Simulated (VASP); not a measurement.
# Sb (R-3m) in VASP: notebook

The runs below take Sb through single point, with PBEsol, r2SCAN.

Program: VASP 6.6.1. These are calculated values, not measurements. Logs are shortened: lines on timing, memory, paths and dates and some standing lists are left out, and cuts for length are marked.

### Step 1. The cell of the first run

It takes space group R-3m (No. 166, trigonal). Conventional cell: a = 4.481 Å, b = 4.481 Å, c = 11.274 Å, α = 90.00°, β = 90.00°, γ = 120.00°. Sb (site symmetry 3m) has 6 Sb at 2.99 to 3.43 Å within 3.9 Å.

### Step 2. Single point, PBEsol

INCAR reads:

```
SYSTEM = Sb
PREC     = Accurate       ! precision mode
ENCUT    = 500            ! plane-wave cutoff, eV
EDIFF    = 1E-6           ! SCF threshold, eV
ISMEAR   = -1             ! smearing method
SIGMA    = 0.05           ! smearing width, eV
LREAL    = .False.        ! projectors in reciprocal space
LASPH    = .True.         ! aspherical terms in the spheres
NELM     = 120            ! most SCF steps
ALGO     = Normal         ! electronic algorithm
ISIF     = 2              ! what is computed and relaxed
LWAVE    = .False.        ! write WAVECAR
LCHARG   = .True.         ! write CHGCAR
GGA      = PS             ! functional
LELF     = .True.         ! ELF
LVHAR    = .True.       
NBANDS   = 12             ! bands
GGA_COMPAT= .False.
```

KPOINTS reads:

```
regular mesh
0
Gamma
  8 8 8
  0 0 0
```

POSCAR reads:

```
Sb
1.0
    2.2403680000      1.2934770679      3.7580000000
   -2.2403680000      1.2934770679      3.7580000000
    0.0000000000     -2.5869541358      3.7580000000
Sb
2
Direct
    0.7665100000      0.7665100000      0.7665100000
    0.2334900000      0.2334900000      0.2334900000
```

Potentials or basis: VASP PAW PBE potentials, release 64 (Sb).

The run is started by

```console
> cat potpaw_PBE.64/Sb/POTCAR > POTCAR
> mpirun -np 1 vasp_std > vasp.out
```

OUTCAR:

```text
SYSTEM = Sb
   PREC = Accurate
   ENCUT = 500
   EDIFF = 1E-6
   ISMEAR = -1
   LREAL = .False.
   LASPH = .True.
   NELM = 120
   ISIF = 2
   GGA = PS

 ion  position               nearest neighbor table
   1  0.767  0.767  0.767-   2 2.99   2 2.99   2 2.99   2 3.43   2 3.43   2 3.43
   2  0.233  0.233  0.233-   1 2.99   1 2.99   1 2.99   1 3.43   1 3.43   1 3.43

  LATTYP: Found a trigonal (rhomboedric) cell.
 ALAT       =     4.5623344573
 COS(alpha) =     0.5177253014

  Lattice vectors:

 A1 = (   2.2403680000,   1.2934770679,   3.7580000000)
 A2 = (  -2.2403680000,   1.2934770679,   3.7580000000)
 A3 = (   0.0000000000,  -2.5869541358,   3.7580000000)

Analysis of symmetry for initial positions (statically):
=====================================================================
 Subroutine PRICEL returns:
 Original cell was already a primitive cell.

 Routine SETGRP: Setting up the symmetry group for a
 trigonal (rhombohedral) supercell.

 Subroutine GETGRP returns: Found 12 space group operations
 (whereof 12 operations were pure point group operations)
 out of a pool of 12 trial point group operations.

The static configuration has the point symmetry D_3d.

Analysis of symmetry for dynamics (positions and initial velocities):
=====================================================================
 Subroutine PRICEL returns:
 Original cell was already a primitive cell.

 Routine SETGRP: Setting up the symmetry group for a
 trigonal (rhombohedral) supercell.

 Subroutine GETGRP returns: Found 12 space group operations
 (whereof 12 operations were pure point group operations)
 out of a pool of 12 trial point group operations.

The dynamic configuration has the point symmetry D_3d.

 Subroutine INISYM returns: Found 12 space group operations
 (whereof 12 operations are pure point group operations),
 and found     1 'primitive' translations

----------------------------------------------------------------------------------------

                                     Primitive cell

  volume of cell :      65.3411

  direct lattice vectors                    reciprocal lattice vectors
     2.240368000  1.293477068  3.758000000     0.223177621  0.128851659  0.088699663
    -2.240368000  1.293477068  3.758000000    -0.223177621  0.128851659  0.088699663
     0.000000000 -2.586954136  3.758000000     0.000000000 -0.257703319  0.088699663

  length of vectors
     4.562334457  4.562334457  4.562334457     0.272541063  0.272541063  0.272541063

  position of ions in fractional coordinates (direct lattice)
     0.766510000  0.766510000  0.766510000
     0.233490000  0.233490000  0.233490000

  ion indices of the primitive-cell ions
   primitive index   ion index
                 1           1
                 2           2

----------------------------------------------------------------------------------------

 KPOINTS: regular mesh

Automatic generation of k-mesh.
 Grid dimensions read from file:
 generate k-points for:    8    8    8

 Generating k-lattice:

  Cartesian coordinates                     Fractional coordinates (reciprocal lattice)
     0.027897203  0.016106457  0.011087458     0.125000000  0.000000000  0.000000000
    -0.027897203  0.016106457  0.011087458     0.000000000  0.125000000  0.000000000
     0.000000000 -0.032212915  0.011087458     0.000000000  0.000000000  0.125000000

  Length of vectors
     0.034067633  0.034067633  0.034067633

  Shift w.r.t. Gamma in fractional coordinates (k-lattice)
     0.000000000  0.000000000  0.000000000

 Subroutine IBZKPT returns following result:
 ===========================================

 Found     65 irreducible k-points:

 Following reciprocal coordinates:
            Coordinates               Weight
  0.000000  0.000000  0.000000      1.000000
  0.125000 -0.000000 -0.000000      6.000000
  0.250000 -0.000000 -0.000000      6.000000
  0.375000 -0.000000 -0.000000      6.000000
  0.500000 -0.000000 -0.000000      3.000000
  0.125000  0.125000 -0.000000      6.000000
[... 16 lines left out ...]
  0.250000  0.125000  0.125000      6.000000
  0.375000  0.125000  0.125000      6.000000
 [... further k-points ...]
   k-points           NKPTS =     65   k-points in BZ     NKDIM =     65   number of bands    NBANDS=     12
   number of dos      NEDOS =    301   number of ions     NIONS =      2
   total plane-waves  NPLWV =  46656
   dimension x,y,z NGX =    36 NGY =   36 NGZ =   36
   dimension x,y,z NGXF=    72 NGYF=   72 NGZF=   72
   ions per type =               2
   NGX,Y,Z   is equivalent  to a cutoff of  13.12, 13.12, 13.12 a.u.
   NGXF,Y,Z  is equivalent  to a cutoff of  26.24, 26.24, 26.24 a.u.
 SYSTEM =  Sb
   PREC   = accura    normal or accurate (medium, high low for compatibility)
   ISTART =      0    job   : 0-new  1-cont  2-samecut
   ICHARG =      2    charge: 1-file 2-atom 10-const
   ISPIN  =      1    spin polarized calculation?
   LNONCOLLINEAR =      F non collinear calculations
   LSORBIT =      F    spin-orbit coupling
   LASPH  =      T    aspherical Exc in radial PAW
   ENCUT  =  500.0 eV  36.75 Ry    6.06 a.u.   8.32  8.32  8.32*2*pi/ulx,y,z
   NELM   =    120;   NELMIN=  2; NELMDL= -5     # of ELM steps
   EDIFF  = 0.1E-05   stopping-criterion for ELM
   LREAL  =      F    real-space projection
   EDIFFG = 0.1E-04   stopping-criterion for IOM
   NSW    =      0    number of steps for IOM
   IBRION =     -1    ionic relax: 0-MD 1-quasi-New 2-CG
   NFREE  =      0    steps in history (QN), initial steepest desc. (CG)
   ISIF   =      2    stress and relaxation
   ISYM   =      2    0-nonsym 1-usesym 2-fastsym
   POTIM  = 0.5000    time-step for ionic-motion
   TEBEG  =    0.0;   TEEND  =   0.0 temperature during run
   PSTRESS=    0.0 pullay stress
   NELECT =      10.0000    total number of electrons
   NUPDOWN=      -1.0000    fix difference up-down
   EMIN   =  10.00;   EMAX   =-10.00  energy-range for DOS
   EFERMI =   0.00;   METHOD = LEGACY
   ISMEAR =    -1;   SIGMA  =   0.05  broadening in eV -4-tet -1-fermi 0-gaus
   EFERMI_NEDOS =   21; number of points for ismear=-14 and -15
   IALGO  =     38    algorithm
   IMIX   =      4    mixing-type and parameters
     AMIX     =   0.40;   BMIX     =  1.00
     AMIX_MAG =   1.60;   BMIX_MAG =  1.00
  volume/ion in A,a.u.               =      32.67       220.47
  Fermi-wavevector in a.u.,A,eV,Ry     =   0.875681  1.654798 10.433191  0.766818
  Thomas-Fermi vector in A             =   1.995386
   LORBIT       =      0    0 simple, 1 ext, 2 COOP (PROOUT), +10 PAW based schemes
   GGA     = PS    functional components
   LHFCALC =     F    Hartree Fock is set to
   AEXX    =    0.0000 exact exchange contribution
   IVDW    =     0    specifies the selected vdW correction
   LEPSILON=     F    determine dielectric tensor
   LRPA    =     F    only Hartree local field effects (RPA)
 non-spin polarized calculation
  energy-cutoff  :      500.00
  volume of cell :       65.34
 maximum number of plane-waves:      1684
 NGX is ok and might be reduce to    36
   NGX = 17   NGY = 17   NGZ = 17

 number of electron      10.0000000 magnetization

 Free energy of the ion-electron system (eV)
  ---------------------------------------------------
  ext. energy  EPLUGINS =         0.00000000
  ---------------------------------------------------
  free energy    TOTEN  =        -9.05087886 eV

  energy without entropy =       -9.04907061  energy(sigma->0) =       -9.04997474

 E-fermi :   6.0845     XC(G=0):  -9.3411

 val. band max:        5.9556641188   @ k =   0.3750   0.2500   0.2500
 cond. band min:       6.0910058508   @ k =   0.3750   0.1250   0.1250
 fundamental gap:      0.1353417320
 Fermi energy:         6.0844593847

 k-point     1 :       0.0000    0.0000    0.0000
  band No.  band energies     occupation
      1      -5.9508      2.00000
      2       0.9917      2.00000
      3       4.4079      2.00000
      4       4.4079      2.00000
      5       4.5704      2.00000
      6       8.1978      0.00000
      7       8.7680      0.00000
      8       8.7680      0.00000
      9      11.1517      0.00000
     10      11.1517      0.00000
     11      11.4961      0.00000
     12      12.8062      0.00000

 k-point     2 :       0.1250   -0.0000   -0.0000
  band No.  band energies     occupation
      1      -5.7948      2.00000
      2       0.4043      2.00000
      3       4.3916      2.00000
      4       4.5129      2.00000
      5       4.7324      2.00000
      6       8.0002      0.00000
      7       8.3617      0.00000
      8       8.3925      0.00000
      9      10.7639      0.00000
     10      11.2465      0.00000
     11      11.3505      0.00000
     12      13.7076      0.00000

 k-point     3 :       0.2500   -0.0000   -0.0000
  band No.  band energies     occupation
      1      -5.3320      2.00000
      2      -0.8427      2.00000
      3       4.3747      2.00000
      4       4.5594      2.00000
      5       5.1178      2.00000
      6       7.3039      0.00000
      7       7.5854      0.00000
      8       7.6050      0.00000
      9      11.0523      0.00000
     10      11.8799      0.00000
     11      11.9920      0.00000
     12      15.5735      0.00000
[... 286 lines left out ...]
 k-point    23 :       0.2500    0.1250    0.1250
  band No.  band energies     occupation
      1      -5.5707      2.00000
      2      -0.2101      2.00000
      3       3.6838      2.00000
      4       4.7548      2.00000
      5       5.5144      1.99998
      6       7.1791      0.00000
      7       7.3346      0.00000
      8       9.0032      0.00000
      9      10.9084      0.00000
     10      11.3309      0.00000
     11      12.3586      0.00000
     12      13.4284      0.00000

 k-point    24 :       0.3750    0.1250    0.1250
  band No.  band energies     occupation
      1      -5.0305      2.00000
      2      -1.3097      2.00000
      3       3.2388      2.00000
      4       4.7539      2.00000
      5       6.0910      0.93463
      6       6.2635      0.05420
      7       6.7872      0.00000
      8       9.1503      0.00000
      9      11.0308      0.00000
     10      11.9696      0.00000
     11      13.6841      0.00000
     12      14.6610      0.00000

 [... further k-points ...]
[... 5 lines left out ...]
  --------------------------------------------------------------------------------------
  -------------------------------------------------------------------------------------
  Total       -1.8395195     -1.8395195     -1.1300448      0.0000000     -0.0000000      0.0000000
  in kB      -45.1054330    -45.1054330    -27.7089545      0.0000000     -0.0000000      0.0000000
  external PRESSURE =     -39.3066068 kB  Pullay stress =       0.0000000 kB

 VOLUME and BASIS-vectors are now :
 -----------------------------------------------------------------------------
  energy-cutoff  :      500.00
  volume of cell :       65.34
      direct lattice vectors                 reciprocal lattice vectors
     2.240368000  1.293477068  3.758000000     0.223177621  0.128851659  0.088699663
    -2.240368000  1.293477068  3.758000000    -0.223177621  0.128851659  0.088699663
     0.000000000 -2.586954136  3.758000000     0.000000000 -0.257703319  0.088699663

 POSITION                                       TOTAL-FORCE (eV/Angst)
 -----------------------------------------------------------------------------------
      0.00000      0.00000      8.64163         0.000000     -0.000000      0.147615
      0.00000      0.00000      2.63237         0.000000      0.000000     -0.147615
 -----------------------------------------------------------------------------------
    total drift:                                0.000000     -0.000000     -0.000000

  FREE ENERGIE OF THE ION-ELECTRON SYSTEM (eV)
  ---------------------------------------------------
  free  energy   TOTEN  =        -9.0508788577 eV

  energy  without entropy=       -9.0490706132  energy(sigma->0) =       -9.04997474
```

Wall time 34 s (1 thread of Intel Xeon Platinum 8375C at 2.90GHz (Ice Lake), shared host); peak memory 0.22 GiB.

Results:

| Quantity | Value |
| --- | --- |
| Free energy | -9.0509 eV |
| Pressure | -3.9 GPa |
| Largest force | 0.148 eV/Å |
| Band gap on the k mesh | zero (band 5 reaches 6.09 eV, above the bottom of band 6 at 5.90 eV) |

Forces on the atoms (eV/Å):
```
Sb   0.000  0.000  0.148
Sb   0.000  0.000 -0.148
```

Stress tensor (GPa, compression positive):
```
-4.51  0.00  0.00
 0.00 -4.51  0.00
 0.00  0.00 -2.77
```

Caveat: the PAW data sets were made with another functional, which shifts forces and pressure a little; spin-orbit coupling is left out, which moves the levels of the heavy elements.

### Step 3. Single point, r2SCAN

This run uses another cell than the first one, of 30.21 Å³/atom, 0.925 times its volume.

POSCAR reads:

```
Sb
1.0
    2.1542000000      1.2437279499      3.7580000000
   -2.1542000000      1.2437279499      3.7580000000
    0.0000000000     -2.4874558998      3.7580000000
Sb
2
Direct
    0.7665100000      0.7665100000      0.7665100000
    0.2334900000      0.2334900000      0.2334900000
```

INCAR.step1 reads:

```
SYSTEM = Sb
  PREC = Accurate
  ENCUT = 550
  ISMEAR = -1
  SIGMA = 0.05
  LREAL = .False.
  LASPH = .True.
  NELM = 120
  NBANDS = 22
  GGA = PE
  ALGO = Normal
  EDIFF = 1E-5
  LWAVE = .True.
  LCHARG = .False.
  GGA_COMPAT = .False.
```

INCAR.step2 reads:

```
SYSTEM = Sb
  PREC = Accurate
  ENCUT = 550
  EDIFF = 1E-6
  ISMEAR = -1
  SIGMA = 0.05
  LREAL = .False.
  LASPH = .True.
  NELM = 120
  ALGO = Normal
  ISIF = 2
  LWAVE = .False.
  LCHARG = .False.
  METAGGA = R2SCAN
  LMIXTAU = .True.
  NBANDS = 22
  ISTART = 1
  GGA_COMPAT = .False.
```

KPOINTS reads:

```
Automatic mesh
0
Gamma
  4 4 4
  0 0 0
```

Potentials or basis: VASP PAW PBE potentials, release 64 (Sb_d_GW).

The run is started by

```console
> cat potpaw_PBE.64/Sb_d_GW/POTCAR > POTCAR
> cp INCAR.step1 INCAR
> mpirun -np 1 vasp_std > vasp.out
> cp INCAR.step2 INCAR
> mpirun -np 1 vasp_std > vasp.out
```

It took 4 min on 1 thread of AMD EPYC 7R13 (Zen 3), shared host; peak memory 0.19 GiB.

The run converged. Its results:

```
Free energy            : -51.4867 eV
Pressure               : 1.7 GPa
Largest force          : 0.201 eV/Å
Band gap on the k mesh : 0.23 eV, indirect (least direct gap 0.34 eV)
```

Forces on the atoms (eV/Å):
```
Sb   0.000  0.000  0.201
Sb   0.000  0.000 -0.201
```

Stress tensor (GPa, compression positive):
```
2.01 0.00 0.00
0.00 2.01 0.00
0.00 0.00 1.16
```

Levels at points of the mesh, in eV from the valence-band top:
```
           k point  band 12  band 13  band 14  band 15  band 16  band 17  band 18  band 19
(0.00, 0.00, 0.00)    -4.54    -2.01    -1.73    -1.73     2.47     3.08     3.08     5.75
(0.50, 0.00, 0.00)    -9.80    -1.85    -1.73    -0.11     0.23     0.60     0.76     8.44
(0.50, 0.50, 0.00)    -8.02    -5.45    -3.75    -3.65     2.01     5.45     6.12     7.62
(0.50, 0.50, 0.50)    -9.14    -1.18    -1.18     0.00     0.35     0.35     1.51     7.84
```

Caveat: the k points lie up to 0.44 Å⁻¹ apart; the PAW data sets were made with another functional, which shifts forces and pressure a little; spin-orbit coupling is left out, which moves the levels of the heavy elements. A k mesh can miss the band edges.
